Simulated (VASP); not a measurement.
# S (I4/mmm) in VASP: notebook, part 2 of 2

VASP 6.6.1. The steps go on from the part before.

**4. Single point, PBE+D3(BJ) (strain +0.0300 x Voigt [1, 0, 0, 0, 0, 0])**

INCAR

```
  PREC = Accurate
  ENCUT = 520
  EDIFF = 1E-6
  ISMEAR = 0
  SIGMA = 0.15
  LREAL = False
  LASPH = True
  NELM = 80
  ALGO = Normal
  ISIF = 2
  LWAVE = False
  LCHARG = True
  GGA = PE
  IVDW = 12
  LELF = True
  LVHAR = True
  NBANDS = 9
```

KPOINTS

```
Automatic mesh
0
Gamma
  20 20 20
```

POSCAR

```
S
1.0
    0.0000000000      1.9943503440      1.9943503440
    2.0541808543      0.0000000000      1.9943503440
    2.0541808543      1.9943503440      0.0000000000
S
1
Direct
    0.0000000000      0.0000000000      0.0000000000
```

Potentials or basis: VASP PAW PBE potentials, release 64 (S).

Command:

```bash
cat potpaw_PBE.64/S/POTCAR > POTCAR
mpirun -np 1 vasp_std > vasp.out
```

OUTCAR:

```text
PREC = Accurate
   ENCUT = 520
   EDIFF = 1E-6
   ISMEAR = 0
   LREAL = False
   LASPH = True
   NELM = 80
   ISIF = 2
   GGA = PE
   IVDW = 12
 IVDW          = 12

 ion  position               nearest neighbor table
   1  0.000  0.000  0.000-

  LATTYP: Found a body centered tetragonal cell.
 ALAT       =     2.8204373046
 C/A-ratio  =     1.4566399692

  Lattice vectors:

 A1 = (   2.0541808543,   0.0000000000,   1.9943503440)
 A2 = (   2.0541808543,   0.0000000000,  -1.9943503440)
 A3 = (  -2.0541808543,   1.9943503440,   0.0000000000)

Analysis of symmetry for initial positions (statically):
=====================================================================
 Subroutine PRICEL returns:
 Original cell was already a primitive cell.

 Routine SETGRP: Setting up the symmetry group for a
 body centered tetragonal supercell.

 Subroutine GETGRP returns: Found 16 space group operations
 (whereof 16 operations were pure point group operations)
 out of a pool of 16 trial point group operations.

The static configuration has the point symmetry D_4h.

Analysis of symmetry for dynamics (positions and initial velocities):
=====================================================================
 Subroutine PRICEL returns:
 Original cell was already a primitive cell.

 Routine SETGRP: Setting up the symmetry group for a
 body centered tetragonal supercell.

 Subroutine GETGRP returns: Found 16 space group operations
 (whereof 16 operations were pure point group operations)
 out of a pool of 16 trial point group operations.

The dynamic configuration has the point symmetry D_4h.

 Subroutine INISYM returns: Found 16 space group operations
 (whereof 16 operations are pure point group operations),
 and found     1 'primitive' translations

----------------------------------------------------------------------------------------

                                     Primitive cell

  volume of cell :      16.3407

  direct lattice vectors                    reciprocal lattice vectors
     0.000000000  1.994350344  1.994350344    -0.243406027  0.250708208  0.250708208
     2.054180854  0.000000000  1.994350344     0.243406027 -0.250708208  0.250708208
     2.054180854  1.994350344  0.000000000     0.243406027  0.250708208 -0.250708208

  length of vectors
     2.820437305  2.863056457  2.863056457     0.430064768  0.430064768  0.430064768

  position of ions in fractional coordinates (direct lattice)
     0.000000000  0.000000000  0.000000000

  ion indices of the primitive-cell ions
   primitive index   ion index
                 1           1

----------------------------------------------------------------------------------------

 KPOINTS: Automatic mesh

Automatic generation of k-mesh.
 Grid dimensions read from file:
 generate k-points for:   20   20   20

 Generating k-lattice:

  Cartesian coordinates                     Fractional coordinates (reciprocal lattice)
    -0.012170301  0.012535410  0.012535410     0.050000000  0.000000000  0.000000000
     0.012170301 -0.012535410  0.012535410     0.000000000  0.050000000  0.000000000
     0.012170301  0.012535410 -0.012535410     0.000000000  0.000000000  0.050000000

  Length of vectors
     0.021503238  0.021503238  0.021503238

  Shift w.r.t. Gamma in fractional coordinates (k-lattice)
     0.000000000  0.000000000  0.000000000

 Subroutine IBZKPT returns following result:
 ===========================================

 Found    641 irreducible k-points:

 Following reciprocal coordinates:
            Coordinates               Weight
  0.000000  0.000000  0.000000      1.000000
  0.050000 -0.000000 -0.000000      8.000000
  0.100000 -0.000000 -0.000000      8.000000
  0.150000 -0.000000 -0.000000      8.000000
  0.200000 -0.000000 -0.000000      8.000000
  0.250000 -0.000000 -0.000000      8.000000
[... 16 lines left out ...]
 -0.400000  0.050000  0.000000     16.000000
 -0.350000  0.050000  0.000000     16.000000
 [... further k-points ...]
   k-points           NKPTS =    641   k-points in BZ     NKDIM =    641   number of bands    NBANDS=      9
   number of dos      NEDOS =    301   number of ions     NIONS =      1
   total plane-waves  NPLWV =  13824
   dimension x,y,z NGX =    24 NGY =   24 NGZ =   24
   dimension x,y,z NGXF=    48 NGYF=   48 NGZF=   48
   ions per type =               1
   NGX,Y,Z   is equivalent  to a cutoff of  14.15, 13.94, 13.94 a.u.
   NGXF,Y,Z  is equivalent  to a cutoff of  28.29, 27.87, 27.87 a.u.
 SYSTEM =  unknown system
   PREC   = accura    normal or accurate (medium, high low for compatibility)
   ISTART =      0    job   : 0-new  1-cont  2-samecut
   ICHARG =      2    charge: 1-file 2-atom 10-const
   ISPIN  =      1    spin polarized calculation?
   LNONCOLLINEAR =      F non collinear calculations
   LSORBIT =      F    spin-orbit coupling
   LASPH  =      T    aspherical Exc in radial PAW
   ENCUT  =  520.0 eV  38.22 Ry    6.18 a.u.   5.24  5.32  5.32*2*pi/ulx,y,z
   NELM   =     80;   NELMIN=  2; NELMDL= -5     # of ELM steps
   EDIFF  = 0.1E-05   stopping-criterion for ELM
   LREAL  =      F    real-space projection
   EDIFFG = 0.1E-04   stopping-criterion for IOM
   NSW    =      0    number of steps for IOM
   IBRION =     -1    ionic relax: 0-MD 1-quasi-New 2-CG
   NFREE  =      0    steps in history (QN), initial steepest desc. (CG)
   ISIF   =      2    stress and relaxation
   ISYM   =      2    0-nonsym 1-usesym 2-fastsym
   POTIM  = 0.5000    time-step for ionic-motion
   TEBEG  =    0.0;   TEEND  =   0.0 temperature during run
   PSTRESS=    0.0 pullay stress
   NELECT =       6.0000    total number of electrons
   NUPDOWN=      -1.0000    fix difference up-down
   EMIN   =  10.00;   EMAX   =-10.00  energy-range for DOS
   EFERMI =   0.00;   METHOD = LEGACY
   ISMEAR =     0;   SIGMA  =   0.15  broadening in eV -4-tet -1-fermi 0-gaus
   EFERMI_NEDOS =   21; number of points for ismear=-14 and -15
   IALGO  =     38    algorithm
   IMIX   =      4    mixing-type and parameters
     AMIX     =   0.40;   BMIX     =  1.00
     AMIX_MAG =   1.60;   BMIX_MAG =  1.00
  volume/ion in A,a.u.               =      16.34       110.27
  Fermi-wavevector in a.u.,A,eV,Ry     =   1.172289  2.215305 18.697966  1.374262
  Thomas-Fermi vector in A             =   2.308720
   LORBIT       =      0    0 simple, 1 ext, 2 COOP (PROOUT), +10 PAW based schemes
   GGA     = PE    functional components
   LHFCALC =     F    Hartree Fock is set to
   AEXX    =    0.0000 exact exchange contribution
   IVDW    =    12    specifies the selected vdW correction
   LEPSILON=     F    determine dielectric tensor
   LRPA    =     F    only Hartree local field effects (RPA)
 non-spin polarized calculation
 Gauss-broadening in eV      SIGMA  =   0.15
  energy-cutoff  :      520.00
  volume of cell :       16.34
 maximum number of plane-waves:       452
 NGX is ok and might be reduce to    24
   NGX = 11   NGY = 11   NGZ = 11

 number of electron       6.0000000 magnetization

 Free energy of the ion-electron system (eV)
  ---------------------------------------------------
  ext. energy  EPLUGINS =         0.00000000
  ---------------------------------------------------
  free energy    TOTEN  =        -2.83307794 eV

  energy without entropy =       -2.82351019  energy(sigma->0) =       -2.82829407

 E-fermi :   7.0025     XC(G=0): -11.0251

 val. band max:        6.9910735836   @ k =  -0.1500   0.2000   0.1000
 cond. band min:       7.0044316013   @ k =  -0.3000   0.3000   0.1000
 fundamental gap:      0.0133580178
 Fermi energy:         7.0024912854

 k-point     1 :       0.0000    0.0000    0.0000
  band No.  band energies     occupation
      1      -9.4073      2.00000
      2       9.9954      0.00000
      3      10.0318      0.00000
      4      10.0318      0.00000
      5      18.8417      0.00000
      6      19.2394      0.00000
      7      19.2394      0.00000
      8      20.8905      0.00000
      9      23.7836      0.00000
[... 265 lines left out ...]
 k-point    24 :      -0.3500    0.0500    0.0000
  band No.  band energies     occupation
      1      -6.5842      2.00000
      2       1.7508      2.00000
      3       8.5140      0.00000
      4       9.0001      0.00000
      5      16.8063      0.00000
      6      18.5030      0.00000
      7      19.0159      0.00000
      8      24.6991      0.00000
      9      25.5498      0.00000

 [... further k-points ...]

------------------------ aborting loop because EDIFF is reached ----------------------------------------

 Edisp (eV)   -0.37175

 E8    (eV) :    -0.1332

  FORCE on cell =-STRESS in cart. coord.  units (eV):
  Direction    XX          YY          ZZ          XY          YZ          ZX
  --------------------------------------------------------------------------------------
  -------------------------------------------------------------------------------------
  Total      -0.43547    -0.70040    -0.70040     0.00000     0.00000     0.00000
  in kB     -42.69747   -68.67324   -68.67324     0.00000     0.00000     0.00000
  external pressure =      -60.01 kB  Pullay stress =        0.00 kB

 VOLUME and BASIS-vectors are now :
 -----------------------------------------------------------------------------
  energy-cutoff  :      520.00
  volume of cell :       16.34
      direct lattice vectors                 reciprocal lattice vectors
     0.000000000  1.994350344  1.994350344    -0.243406027  0.250708208  0.250708208
     2.054180854  0.000000000  1.994350344     0.243406027 -0.250708208  0.250708208
     2.054180854  1.994350344  0.000000000     0.243406027  0.250708208 -0.250708208

 POSITION                                       TOTAL-FORCE (eV/Angst)
 -----------------------------------------------------------------------------------
      0.00000      0.00000      0.00000        -0.000000      0.000000      0.000000
 -----------------------------------------------------------------------------------
    total drift:                                0.000000     -0.000000     -0.000000

  FREE ENERGIE OF THE ION-ELECTRON SYSTEM (eV)
  ---------------------------------------------------
  free  energy   TOTEN  =        -3.2048286823 eV

  energy  without entropy=       -3.1952609263  energy(sigma->0) =       -3.20004480
```

stdout:

```text
POSCAR found type information on POSCAR S
 POSCAR found :  1 types and       1 ions
 scaLAPACK will be used
 LDA part: xc-table for (Slater+PW92), standard interpolation
 POSCAR, INCAR and KPOINTS ok, starting setup
 FFT: planning ... GRIDC
 FFT: planning ... GRID_SOFT
 FFT: planning ... GRID
 WAVECAR not read
 entering main loop
```

It took 44 s on 1 thread of Intel Xeon 6975P-C, shared host; peak memory 0.21 GiB.

What came out:

```yaml
Free_energy: -3.2048 eV
Pressure: -6.0 GPa
Band_gap_on_the_k_mesh: zero (band 3 reaches 10.03 eV, above the bottom of band 4 at 4.55 eV)
Dispersion_energy_per_atom: -0.372 eV
```

Levels at points of the mesh, in eV from the Fermi level:
```
           k point  band 1  band 2  band 3  band 4  band 5  band 6
(0.00, 0.00, 0.00)  -16.41    2.99    3.03    3.03   11.84   12.24
(0.50, 0.00, 0.00)  -12.51   -7.13    1.58    1.98    9.28   11.12
(0.50, 0.50, 0.00)  -10.85   -6.11   -1.07   -0.79    5.33    5.96
(0.00, 0.50, 0.50)  -11.21   -6.32   -0.56   -0.56    5.74    6.19
```

Caveat: the cell differs from its parent crystal (strain +0.0300 x Voigt [1, 0, 0, 0, 0, 0]); pairwise dispersion overbinds metals, which lowers pressure and volume.

**5. Summary**

| cell | gap on the mesh (eV) | pressure (GPa) |
| --- | --- | --- |
| a = 2.820, b = 2.765, c = 2.765 Å, angles 61.3, 59.3, 59.3°, 1 atom | none | -0.8 |
| a = 2.820, b = 2.835, c = 2.835 Å, angles 59.7, 60.2, 60.2°, 1 atom | none | -4.7 |
| a = 2.820, b = 2.863, c = 2.863 Å, angles 59.0, 60.5, 60.5°, 1 atom | none | -6.0 |

Alike in all rows: task single point; level PBE+D3(BJ); potentials or basis VASP PAW PBE potentials, release 64 (S); no spin polarisation; k mesh 20 × 20 × 20; cutoff (eV) 520; smearing gaussian 0.15 eV.

Caveats: pairwise dispersion overbinds metals, which lowers pressure and volume.

Total energies depend on the potentials used, so only differences within one code and one set of settings carry meaning.
